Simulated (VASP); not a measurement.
# Ti in VASP: a series of runs, part 2 of 2

VASP 6.6.1. Earlier steps stand in the parts before.

## 3. Single point, r2SCAN (biaxial strain in the a-b plane: -1.0 %, then relaxed in part)

POSCAR reads:

```
Ti
1.0
    3.2192718470      0.0000000000      0.0000000000
    0.0000000000      3.2192718470      0.0000000000
    0.0000000000      0.0000000000      3.3473234460
Ti
2
Direct
    0.0000000000      0.0000000000      0.0000000000
    0.5000000000      0.5000000000      0.5000000000
```

INCAR.step1 reads:

```
PREC = Accurate
ENCUT = 520
ISMEAR = 0
SIGMA = 0.1
LREAL = F
LASPH = T
NELM = 100
NBANDS = 19
GGA = PE
ALGO = Normal
EDIFF = 1E-4
LWAVE = T
LCHARG = F
```

INCAR.step2 reads:

```
PREC = Accurate
ENCUT = 520
EDIFF = 1E-7
ISMEAR = 0
SIGMA = 0.1
LREAL = F
LASPH = T
NELM = 100
ALGO = Normal
ISIF = 2
LWAVE = F
LCHARG = F
METAGGA = R2SCAN
LMIXTAU = T
NBANDS = 19
ISTART = 1
```

KPOINTS reads:

```
Automatic mesh
0
Gamma
  16 16 16
```

Potentials or basis: VASP PAW PBE potentials, release 64 (Ti_sv).

Run with:

```sh
$ cat potpaw_PBE.64/Ti_sv/POTCAR > POTCAR
$ cp INCAR.step1 INCAR
$ mpirun -np 1 vasp_std > vasp.out
$ cp INCAR.step2 INCAR
$ mpirun -np 1 vasp_std > vasp.out
```

OUTCAR:

```text
PREC = Accurate
   ENCUT = 520
   EDIFF = 1E-7
   ISMEAR = 0
   LREAL = F
   LASPH = T
   NELM = 100
   ISIF = 2
   METAGGA = R2SCAN
   ISTART = 1

 ion  position               nearest neighbor table
   1  0.000  0.000  0.000-   2 2.83   2 2.83   2 2.83   2 2.83   2 2.83   2 2.83   2 2.83   2 2.83

   2  0.500  0.500  0.500-   1 2.83   1 2.83   1 2.83   1 2.83   1 2.83   1 2.83   1 2.83   1 2.83

  LATTYP: Found a simple tetragonal cell.
 ALAT       =     3.2192718470
 C/A-ratio  =     1.0397765722

  Lattice vectors:

 A1 = (   3.2192718470,   0.0000000000,   0.0000000000)
 A2 = (   0.0000000000,   3.2192718470,   0.0000000000)
 A3 = (   0.0000000000,   0.0000000000,   3.3473234460)

Analysis of symmetry for initial positions (statically):
=====================================================================
 Subroutine PRICEL returns following result:

  LATTYP: Found a body centered tetragonal cell.
 ALAT       =     3.2192718470
 C/A-ratio  =     1.0397765722

  Lattice vectors:

 A1 = (  -1.6096359235,  -1.6096359235,  -1.6736617230)
[... 180 lines left out ...]
  free energy    TOTEN  =       -25.64190411 eV

  energy without entropy =      -25.61962513  energy(sigma->0) =      -25.63076462

 E-fermi :   8.1390     XC(G=0): -12.4066

 val. band max:        8.1383784715   @ k =   0.4375   0.1875   0.3750
 cond. band min:       8.1391144406   @ k =   0.3750   0.0625   0.4375
 fundamental gap:      0.0007359691
 Fermi energy:         8.1390143567

 k-point     1 :       0.0000    0.0000    0.0000
  band No.  band energies     occupation
      1     -50.7772      2.00000
      2     -50.5454      2.00000
      3     -26.0852      2.00000
      4     -26.0334      2.00000
      5     -26.0334      2.00000
      6     -25.5799      2.00000
[... 505 lines left out ...]
      6     -25.8192      2.00000
[... 11 lines left out ...]
     18      11.1445      0.00000
     19      12.0961      0.00000

 [... further k-points ...]

------------------------ aborting loop because EDIFF is reached ----------------------------------------

  FORCE on cell =-STRESS in cart. coord.  units (eV):
  Direction    XX          YY          ZZ          XY          YZ          ZX
  --------------------------------------------------------------------------------------
  -------------------------------------------------------------------------------------
  Total       -0.2012214     -0.2012214      0.0917607      0.0000000     -0.0000000      0.0000000
  in kB       -9.2933395     -9.2933395      4.2379337      0.0000000     -0.0000000      0.0000000
  external PRESSURE =      -4.7829151 kB  Pullay stress =       0.0000000 kB

 VOLUME and BASIS-vectors are now :
 -----------------------------------------------------------------------------
  energy-cutoff  :      520.00
  volume of cell :       34.69
      direct lattice vectors                 reciprocal lattice vectors
     3.219271847  0.000000000  0.000000000     0.310629250  0.000000000  0.000000000
     0.000000000  3.219271847  0.000000000     0.000000000  0.310629250  0.000000000
     0.000000000  0.000000000  3.347323446     0.000000000  0.000000000  0.298746152

 POSITION                                       TOTAL-FORCE (eV/Angst)
 -----------------------------------------------------------------------------------
      0.00000      0.00000      0.00000         0.000000     -0.000000      0.000000
      1.60964      1.60964      1.67366        -0.000000      0.000000     -0.000000
 -----------------------------------------------------------------------------------
    total drift:                                0.000000      0.000000     -0.000000

  FREE ENERGIE OF THE ION-ELECTRON SYSTEM (eV)
  ---------------------------------------------------
  free  energy   TOTEN  =       -25.6419041065 eV

  energy  without entropy=      -25.6196251271  energy(sigma->0) =      -25.63076462
```

OUTCAR.step1:

```text
PREC = Accurate
   ENCUT = 520
   ISMEAR = 0
   LREAL = F
   LASPH = T
[... 771 lines left out ...]
 -----------------------------------------------------------------------------------
      0.00000      0.00000      0.00000         0.000000      0.000000      0.000000
      1.60964      1.60964      1.67366        -0.000000     -0.000000     -0.000000
 -----------------------------------------------------------------------------------
    total drift:                                0.000000      0.000000     -0.000000

  FREE ENERGIE OF THE ION-ELECTRON SYSTEM (eV)
  ---------------------------------------------------
  free  energy   TOTEN  =       -15.4624651301 eV

  energy  without entropy=      -15.4392997437  energy(sigma->0) =      -15.45088244
```

It took 11 min on 1 thread of AMD EPYC 7R13 (Zen 3), shared host; peak memory 0.29 GiB.

What came out:

| Property | Result |
| --- | --- |
| Free energy | -25.6419 eV |
| Pressure | -0.5 GPa |
| Band gap on the k mesh | zero (bands 12 and 13 overlap by 1.75 eV) |

Levels at points of the mesh, in eV from the Fermi level:
| k point | band 9 | band 10 | band 11 | band 12 | band 13 | band 14 | band 15 | band 16 |
| --- | --- | --- | --- | --- | --- | --- | --- | --- |
| (0.00, 0.00, 0.00) | -6.35 | -2.32 | -2.23 | 1.04 | 1.04 | 1.35 | 2.73 | 3.08 |
| (0.50, 0.00, 0.00) | -2.83 | -2.83 | 0.06 | 0.06 | 1.21 | 1.21 | 1.49 | 1.49 |
| (0.50, 0.50, 0.00) | -2.58 | -2.58 | -0.58 | -0.58 | 1.15 | 1.15 | 3.15 | 3.15 |
| (0.00, 0.00, 0.50) | -3.04 | -3.04 | -0.06 | -0.06 | 1.52 | 1.52 | 1.52 | 1.52 |
| (0.50, 0.00, 0.50) | -2.59 | -2.59 | -0.21 | -0.21 | 0.87 | 0.87 | 2.76 | 2.76 |
| (0.50, 0.50, 0.50) | -0.77 | -0.77 | -0.63 | -0.63 | -0.63 | -0.63 | 3.27 | 3.27 |

Caveat: the cell differs from its parent crystal (biaxial strain in the a-b plane: -1.0 %, then relaxed in part); the PAW data sets were made with another functional, which shifts forces and pressure a little.

## 4. Single point, r2SCAN

This run uses another cell than the first one: it holds 1 atom, not 2.

POSCAR reads:

```
Ti
1.0
    3.2517897396      0.0000000000      0.0000000000
    0.0000000000      7.2712229062      0.0000000000
    1.6258948698     -2.1813668719      0.7271222906
Ti
1
Direct
    0.0000000000      0.0000000000      0.0000000000
```

INCAR.step1 reads:

```
SYSTEM = Ti
ALGO = Normal
EDIFF = 1E-4
ENCUT = 520
GGA = PE
ISMEAR = 0
ISYM = 0
LASPH = .True.
LCHARG = .False.
LREAL = .False.
LWAVE = .True.
NBANDS = 12
NELM = 80
PREC = Accurate
SIGMA = 0.1
```

INCAR.step2 reads:

```
SYSTEM = Ti
ALGO = Normal
EDIFF = 1E-6
ENCUT = 520
ISIF = 2
ISMEAR = 0
ISTART = 1
ISYM = 0
LASPH = .True.
LCHARG = .True.
LELF = .True.
LMIXTAU = .True.
LREAL = .False.
LVHAR = .True.
LWAVE = .False.
METAGGA = R2SCAN
NBANDS = 12
NELM = 80
PREC = Accurate
SIGMA = 0.1
```

KPOINTS reads:

```
k-points
0
Gamma
  11 5 46
  0 0 0
```

Run with:

```sh
$ cat potpaw_PBE.64/Ti_sv/POTCAR > POTCAR
$ cp INCAR.step1 INCAR
$ mpirun -np 1 vasp_std > vasp.out
$ cp INCAR.step2 INCAR
$ mpirun -np 1 vasp_std > vasp.out
```

It took 21 min on 1 thread of Intel Xeon Platinum 8488C (Sapphire Rapids), shared host; peak memory 0.4 GiB.

The run converged. Its results:

| Quantity | Value |
| --- | --- |
| Free energy | -12.8191 eV |
| Pressure | 0.3 GPa |
| Band gap on the k mesh | zero (bands 6 and 7 overlap by 1.79 eV) |

Levels at points of the mesh, in eV from the Fermi level:
```csv
k point,band 4,band 5,band 6,band 7,band 8,band 9
"(0.00, 0.00, 0.00)",-33.68,-6.37,1.15,1.15,1.15,2.95
"(0.00, 0.00, 0.50)",-34.16,-2.31,-2.30,4.17,4.17,4.17
```

Caveat: the PAW data sets were made with another functional, which shifts forces and pressure a little.

## 5. Overview

| cell | k mesh | gap on the mesh (eV) | pressure (GPa) |
| --- | --- | --- | --- |
| a = 3.284, b = 3.284, c = 3.157 Å, 2 atoms, atomic positions A | 16 × 16 × 16 | none | 1.6 |
| a = 3.219, b = 3.219, c = 3.347 Å, 2 atoms, atomic positions A | 16 × 16 × 16 | none | -0.5 |
| a = 3.252, b = 7.271, c = 2.816 Å, angles 140.8, 54.7, 90.0°, 1 atom, atomic positions B | 11 × 5 × 46 | none | 0.3 |

Alike in all rows: task single point; level r2SCAN; potentials or basis VASP PAW PBE potentials, release 64 (Ti_sv); no spin polarisation; cutoff (eV) 520; smearing gaussian 0.1 eV.

Caveats: the PAW data sets were made with another functional, which shifts forces and pressure a little.

Absolute energies hang on the potentials; compare differences alone.
